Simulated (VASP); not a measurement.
# Si5Br2 (P4/mmm) in VASP: further runs, part 2 of 2

VASP 6.6.1.

**3. Single point, PBE**

This run uses another cell than the first one, of 22.48 Å³/atom.

Input file INCAR:

```
SYSTEM = Si5Br2
ALGO     = Normal         ! electronic algorithm
EDIFF    = 1E-6           ! SCF threshold, eV
ENCUT    = 520            ! plane-wave cutoff, eV
GGA      = PE             ! functional
ISIF     = 2              ! what is computed and relaxed
ISMEAR   = 0              ! smearing method
LASPH    = .TRUE.         ! aspherical terms in the spheres
LCHARG   = .FALSE.        ! write CHGCAR
LREAL    = .FALSE.        ! projectors in reciprocal space
LWAVE    = .FALSE.        ! write WAVECAR
NBANDS   = 26             ! bands
NELM     = 80             ! most SCF steps
PREC     = Accurate       ! precision mode
SIGMA    = 0.1            ! smearing width, eV
```

Input file KPOINTS:

```
k-points
0
G
  10 10 4
  0 0 0
```

Input file POSCAR:

```
Si5Br2
1.0
    3.5473088896      0.0000000000      0.0000000000
    0.0000000000      3.5473088896      0.0000000000
    0.0000000000      0.0000000000     12.5037686156
Si Br
5 2
Direct
    0.0000000000      0.5000000000      0.0000000000
    0.5000000000      0.0000000000      0.0000000000
    0.0000000000      0.0000000000      0.1513095372
    0.0000000000      0.0000000000      0.8486904628
    0.5000000000      0.5000000000      0.5000000000
    0.5000000000      0.5000000000      0.7090084689
    0.5000000000      0.5000000000      0.2909915311
```

Potentials or basis: VASP PAW PBE potentials, release 64 (Si, Br).

Run with:

```sh
$ cat potpaw_PBE.64/Si/POTCAR potpaw_PBE.64/Br/POTCAR > POTCAR
$ mpirun -np 1 vasp_std > vasp.out
```

OUTCAR:

```text
SYSTEM = Si5Br2
   EDIFF = 1E-6
   ENCUT = 520
   GGA = PE
   ISIF = 2
   ISMEAR = 0
   LASPH = .TRUE.
   LREAL = .FALSE.
   NELM = 80
   PREC = Accurate

 ion  position               nearest neighbor table
   1  0.000  0.500  0.000-   2 2.51   2 2.51   2 2.51   2 2.51   3 2.59   4 2.59   4 2.59   3 2.59

   2  0.500  0.000  0.000-   1 2.51   1 2.51   1 2.51   1 2.51   4 2.59   3 2.59   4 2.59   3 2.59

   3  0.000  0.000  0.151-   1 2.59   2 2.59   1 2.59   2 2.59
   4  0.000  0.000  0.849-   1 2.59   2 2.59   1 2.59   2 2.59
   5  0.500  0.500  0.500-   6 2.61   7 2.61
   6  0.500  0.500  0.709-   5 2.61
   7  0.500  0.500  0.291-   5 2.61

  LATTYP: Found a simple tetragonal cell.
 ALAT       =     3.5473088896
 C/A-ratio  =     3.5248603955

  Lattice vectors:

 A1 = (   3.5473088896,   0.0000000000,   0.0000000000)
 A2 = (   0.0000000000,   3.5473088896,   0.0000000000)
 A3 = (   0.0000000000,   0.0000000000,  12.5037686156)

Analysis of symmetry for initial positions (statically):
=====================================================================
 Subroutine PRICEL returns:
 Original cell was already a primitive cell.

 Routine SETGRP: Setting up the symmetry group for a
 simple tetragonal supercell.

 Subroutine GETGRP returns: Found 16 space group operations
 (whereof 16 operations were pure point group operations)
 out of a pool of 16 trial point group operations.

The static configuration has the point symmetry D_4h.

Analysis of symmetry for dynamics (positions and initial velocities):
=====================================================================
 Subroutine PRICEL returns:
 Original cell was already a primitive cell.

 Routine SETGRP: Setting up the symmetry group for a
 simple tetragonal supercell.

[... 135 lines left out ...]
  volume/ion in A,a.u.               =      22.48       151.68
  Fermi-wavevector in a.u.,A,eV,Ry     =   0.982400  1.856466 13.131103  0.965109
  Thomas-Fermi vector in A             =   2.113479
   LORBIT       =      0    0 simple, 1 ext, 2 COOP (PROOUT), +10 PAW based schemes
   GGA     = PE    functional components
   LHFCALC =     F    Hartree Fock is set to
   AEXX    =    0.0000 exact exchange contribution
   IVDW    =     0    specifies the selected vdW correction
   LEPSILON=     F    determine dielectric tensor
   LRPA    =     F    only Hartree local field effects (RPA)
 non-spin polarized calculation
 Gauss-broadening in eV      SIGMA  =   0.10
  energy-cutoff  :      520.00
  volume of cell :      157.34
 maximum number of plane-waves:      4276
 NGX is ok and might be reduce to    28
   NGX = 13   NGY = 13   NGZ = 47

 number of electron      34.0000001 magnetization

 Free energy of the ion-electron system (eV)
  ---------------------------------------------------
  ext. energy  EPLUGINS =         0.00000000
  ---------------------------------------------------
  free energy    TOTEN  =       -27.26269856 eV

  energy without entropy =      -27.25039196  energy(sigma->0) =      -27.25654526

 E-fermi :   4.8293     XC(G=0):  -9.2627

 val. band max:        4.7670741298   @ k =   0.3000   0.2000   0.5000
 cond. band min:       4.8516302989   @ k =   0.5000   0.4000   0.0000
 fundamental gap:      0.0845561691
 Fermi energy:         4.8293368844

 k-point     1 :       0.0000    0.0000    0.0000
  band No.  band energies     occupation
      1     -11.0270      2.00000
      2     -10.9716      2.00000
      3      -8.6377      2.00000
      4      -4.5853      2.00000
      5      -3.2617      2.00000
      6      -0.7418      2.00000
[... 685 lines left out ...]
     25       8.6624      0.00000
     26       9.1347      0.00000

 [... further k-points ...]

------------------------ aborting loop because EDIFF is reached ----------------------------------------

  FORCE on cell =-STRESS in cart. coord.  units (eV):
  Direction    XX          YY          ZZ          XY          YZ          ZX
  --------------------------------------------------------------------------------------
  -------------------------------------------------------------------------------------
  Total        0.0187534      0.0187534     -0.0336685      0.0000000      0.0000000     -0.0000000
  in kB        0.1909637      0.1909637     -0.3428435      0.0000000      0.0000000     -0.0000000
  external PRESSURE =       0.0130279 kB  Pullay stress =       0.0000000 kB

 VOLUME and BASIS-vectors are now :
 -----------------------------------------------------------------------------
  energy-cutoff  :      520.00
  volume of cell :      157.34
      direct lattice vectors                 reciprocal lattice vectors
     3.547308890  0.000000000  0.000000000     0.281903841  0.000000000  0.000000000
     0.000000000  3.547308890  0.000000000     0.000000000  0.281903841  0.000000000
     0.000000000  0.000000000 12.503768616     0.000000000  0.000000000  0.079975888

 POSITION                                       TOTAL-FORCE (eV/Angst)
 -----------------------------------------------------------------------------------
      0.00000      1.77365      0.00000         0.000000     -0.000000      0.000000
      1.77365      0.00000      0.00000         0.000000     -0.000000      0.000000
      0.00000      0.00000      1.89194         0.000000     -0.000000     -0.013043
      0.00000      0.00000     10.61183         0.000000     -0.000000      0.013043
      1.77365      1.77365      6.25188         0.000000     -0.000000      0.000000
      1.77365      1.77365      8.86528        -0.000000      0.000000     -0.000881
      1.77365      1.77365      3.63849         0.000000      0.000000      0.000881
 -----------------------------------------------------------------------------------
    total drift:                               -0.000000      0.000000      0.000000

  FREE ENERGIE OF THE ION-ELECTRON SYSTEM (eV)
  ---------------------------------------------------
  free  energy   TOTEN  =       -27.2626985616 eV

  energy  without entropy=      -27.2503919620  energy(sigma->0) =      -27.25654526
```

OSZICAR:

```text
N       E                     dE             d eps       ncg     rms          rms(c)
DAV:   1     0.128672072056E+03    0.12867E+03   -0.13505E+04  3276   0.109E+03
DAV:   2    -0.161401405927E+02   -0.14481E+03   -0.13650E+03  4184   0.172E+02
DAV:   3    -0.277777594640E+02   -0.11638E+02   -0.11344E+02  4170   0.463E+01
DAV:   4    -0.280010807803E+02   -0.22332E+00   -0.22243E+00  4150   0.762E+00
DAV:   5    -0.280059038338E+02   -0.48231E-02   -0.48166E-02  4286   0.111E+00    0.908E+00
DAV:   6    -0.276252476209E+02    0.38066E+00   -0.49256E+00  4074   0.807E+00    0.562E+00
DAV:   7    -0.272613481022E+02    0.36390E+00   -0.12586E+00  4158   0.538E+00    0.417E+00
DAV:   8    -0.272677637293E+02   -0.64156E-02   -0.20346E-01  3814   0.184E+00    0.518E-01
DAV:   9    -0.272622394259E+02    0.55243E-02   -0.16757E-02  4254   0.699E-01    0.311E-01
DAV:  10    -0.272626268884E+02   -0.38746E-03   -0.67092E-03  3638   0.351E-01    0.140E-01
DAV:  11    -0.272626590971E+02   -0.32209E-04   -0.51008E-04  4200   0.119E-01    0.673E-02
DAV:  12    -0.272626952125E+02   -0.36115E-04   -0.99251E-05  3896   0.471E-02    0.155E-02
DAV:  13    -0.272626966427E+02   -0.14302E-05   -0.10110E-05  4240   0.158E-02    0.580E-03
DAV:  14    -0.272626982822E+02   -0.16395E-05   -0.33696E-06  3744   0.833E-03    0.237E-03
DAV:  15    -0.272626985616E+02   -0.27941E-06   -0.50888E-07  2316   0.341E-03
   1 F= -.27262699E+02 E0= -.27256545E+02  d E =-.123066E-01
```

stdout:

```text
POSCAR found type information on POSCAR SiBr
 POSCAR found :  2 types and       7 ions
 scaLAPACK will be used
 LDA part: xc-table for (Slater+PW92), standard interpolation
 POSCAR, INCAR and KPOINTS ok, starting setup
 FFT: planning ... GRIDC
 FFT: planning ... GRID_SOFT
 FFT: planning ... GRID
 WAVECAR not read
 entering main loop
```

It took 7.1 min on 1 thread of Oxide Virtual Turin-like, shared host; peak memory 0.33 GiB.

What came out:

```yaml
Free_energy: -27.2627 eV
Pressure: 0.0 GPa
Largest_force: 0.013 eV/Å
Band_gap_on_the_k_mesh: zero (bands 17 and 18 overlap by 1.83 eV)
```

Forces in eV/Å, atoms in the order of the input:
```
Si   0.000  0.000  0.000
Si   0.000  0.000  0.000
Si   0.000  0.000 -0.013
Si   0.000  0.000  0.013
Si   0.000  0.000  0.000
Br   0.000  0.000 -0.001
Br   0.000  0.000  0.001
```

**4. Relaxation of cell and atoms, PBE**

This run uses another cell than the first one, of 23.39 Å³/atom.

Input file INCAR:

```
PREC = Accurate ; ENCUT = 600
EDIFF = 1E-7 ; ISMEAR = 0
SIGMA = 0.1 ; LREAL = False
LASPH = True ; NELM = 80
ALGO = Normal ; ISIF = 3
LWAVE = False ; LCHARG = False
GGA = PE ; IBRION = 2
NSW = 90 ; EDIFFG = -0.04
```

Input file KPOINTS:

```
Automatic mesh
0
Gamma
  6 6 2
```

Input file POSCAR:

```
Si5Br2
1.0
    3.6538826683      0.0000000000      0.0000000000
    0.0000000000      3.6538826683      0.0000000000
    0.0000000000      0.0000000000     12.2644174919
Si Br
5 2
Direct
    0.0000000000      0.5000000000      0.0000000000
    0.5000000000      0.0000000000      0.0000000000
    0.0000000000      0.0000000000      0.1411389454
    0.0000000000      0.0000000000      0.8588610546
    0.5000000000      0.5000000000      0.5000000000
    0.5000000000      0.5000000000      0.7102125726
    0.5000000000      0.5000000000      0.2897874274
```

Run with:

```sh
$ cat potpaw_PBE.64/Si/POTCAR potpaw_PBE.64/Br/POTCAR > POTCAR
$ mpirun -np 1 vasp_std > vasp.out
```

Wall time 7.9 min (1 thread of Oxide Virtual Turin-like, shared host); peak memory 0.29 GiB.

It converged, with:

- Free energy: -27.3201 eV
- Relaxed volume: 23.06 Å³/atom
- Relaxed cell: a = 3.622 Å, b = 3.622 Å, c = 12.306 Å, α = 90.00°, β = 90.00°, γ = 90.00°
- Space group after relaxing (to 0.1 Å): P4/mmm (No. 123)
- Energy gained by relaxing: 1.9 meV/atom
- Ionic steps: 5
- Pressure after relaxing: 0.1 GPa
- Largest force after relaxing: 0.040 eV/Å
- Band gap on the k mesh: zero (bands 17 and 18 overlap by 1.62 eV)

Forces on the atoms (eV/Å):
```
Si   0.000  0.000  0.000
Si   0.000  0.000  0.000
Si   0.000  0.000  0.040
Si   0.000  0.000 -0.040
Si   0.000  0.000  0.000
Br   0.000  0.000  0.004
Br   0.000  0.000 -0.004
```

The path:
| step | energy change (eV) | largest force (eV/Å) | pressure (GPa) | volume (Å³) |
| --- | --- | --- | --- | --- |
| 1 | 0.0000 | 0.1966 | -0.06 | 163.74 |
| 2 | -0.0057 | 0.1409 | -0.16 | 163.54 |
| 3 | -0.0103 | 0.0414 | -0.40 | 162.93 |
| 4 | -0.0110 | 0.0436 | -0.33 | 163.13 |
| 5 | -0.0132 | 0.0399 | 0.11 | 161.43 |

Final structure:
```
Si Br
1.0
     3.62182    0.00000    0.00000
     0.00000    3.62182    0.00000
     0.00000    0.00000   12.30645
Si Br
5 2
Direct
  0.00000 0.50000 0.00000
  0.50000 0.00000 0.00000
  0.00000 0.00000 0.14410
  0.00000 0.00000 0.85590
  0.50000 0.50000 0.50000
  0.50000 0.50000 0.70846
  0.50000 0.50000 0.29154
```

Levels at points of the mesh, in eV from the Fermi level:
| k point | band 14 | band 15 | band 16 | band 17 | band 18 | band 19 |
| --- | --- | --- | --- | --- | --- | --- |
| (0.00, 0.00, 0.00) | -1.77 | -1.45 | -0.64 | 0.51 | 1.41 | 1.41 |
| (0.50, 0.00, 0.00) | -1.71 | -1.66 | -0.47 | 0.59 | 0.85 | 0.89 |
| (0.50, 0.50, 0.00) | -2.68 | -2.46 | -2.46 | -1.14 | -0.39 | -0.39 |
| (0.00, 0.00, 0.50) | -1.94 | -1.77 | -0.10 | 0.12 | 1.33 | 1.33 |
| (0.50, 0.00, 0.50) | -1.67 | -1.28 | -1.13 | 0.60 | 0.61 | 0.82 |
| (0.50, 0.50, 0.50) | -2.68 | -2.63 | -2.63 | -1.40 | -0.12 | -0.12 |

**5. The runs side by side**

| task | cell | k mesh | cutoff (eV) | gap on the mesh (eV) | pressure (GPa) | largest force (eV/Å) |
| --- | --- | --- | --- | --- | --- | --- |
| single point | a = 3.627, b = 3.627, c = 12.285 Å, 7 atoms, atomic positions A | 6 × 6 × 2 | 520 | none | 0.1 | 0.04 |
| single point | a = 3.547, b = 3.547, c = 12.504 Å, 7 atoms, atomic positions B | 10 × 10 × 4 | 520 | none | 0.0 | 0.01 |
| relaxation of cell and atoms | relaxed from a = 3.654, b = 3.654, c = 12.264 Å, 7 atoms, atomic positions C | 6 × 6 × 2 | 600 | none | 0.1 | 0.04 |

Alike in all rows: level PBE; potentials or basis VASP PAW PBE potentials, release 64 (Si, Br); no spin polarisation; smearing gaussian 0.1 eV.

Total energies depend on the potentials used, so only differences within one code and one set of settings carry meaning.
